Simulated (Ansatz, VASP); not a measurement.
**MgS in VASP and in Ansatz**

INCAR

```
ALGO = Normal
EDIFF = 1E-6
ENCUT = 600
GGA = PS
GGA_COMPAT = False
ISIF = 2
ISMEAR = 0
LASPH = True
LCHARG = False
LREAL = False
LWAVE = False
NBANDS = 11
NELM = 120
PREC = Accurate
SIGMA = 0.01
```

File KPOINTS:

```
k-points
0
Gamma
  8 8 8
```

The input POSCAR:

```
MgS
1.0
    2.5909610208      2.5909610208      0.0000000000
   -2.5909610208      2.5909610208      0.0000000000
    0.0000000000      2.5909610208      2.5909610208
Mg S
1 1
Direct
    0.0000000000      0.0000000000      0.0000000000
    0.5000000000      0.5000000000      0.0000000000
```

Input for Ansatz:

```yaml
crystal:
  lattice:
    - [2.59096102076, 2.59096102076, 0.0]
    - [-2.59096102076, 2.59096102076, 0.0]
    - [0.0, 2.59096102076, 2.59096102076]
  atoms:
    - { symbol: Mg, position: [0.0, 0.0, 0.0] }
    - { symbol: S, position: [0.5, 0.5, 0.0] }
kpoints:
  mp_grid: { grid: [8, 8, 8] }
scf:
  occupations: { method: fixed }
hamiltonian:
  xc: pbesol
  pseudopotentials: { kind: all_electron, lapw: { basis_error: 0.001 } }
output:
  forces: true
  stress: true
  eigenvalues: true
  eigenstates:
    nscf_kmesh: { grid: [12, 12, 12] }
    de_dk: true
    e_range: [-9, 12.7269324631]
checkpoint:
  write: ck
  write_wavefunctions: false
```

Alike in both runs: task single point; functional PBEsol; k mesh 8 × 8 × 8; no spin polarisation.

|  | VASP | Ansatz |
| --- | --- | --- |
| version | VASP 6.6.1 | Ansatz 0.2.0 |
| potentials or method | VASP PAW PBE potentials, release 64 (Mg, S), cutoff 600 eV | all-electron LAPW, scalar-relativistic |
| occupations | gaussian, width 0.01 eV | fixed |

VASP gave:

* gap on the k mesh at the Fermi level (eV): 2.73
* pressure (GPa): -0.2

Problem. Estimate Ansatz's values.

Solution. gap on the k mesh at the Fermi level (eV): 2.73; pressure (GPa): 0.0.

VASP's potentials were made for PBE, not for PBEsol. Ansatz ran all-electron here, and VASP with PAW potentials.
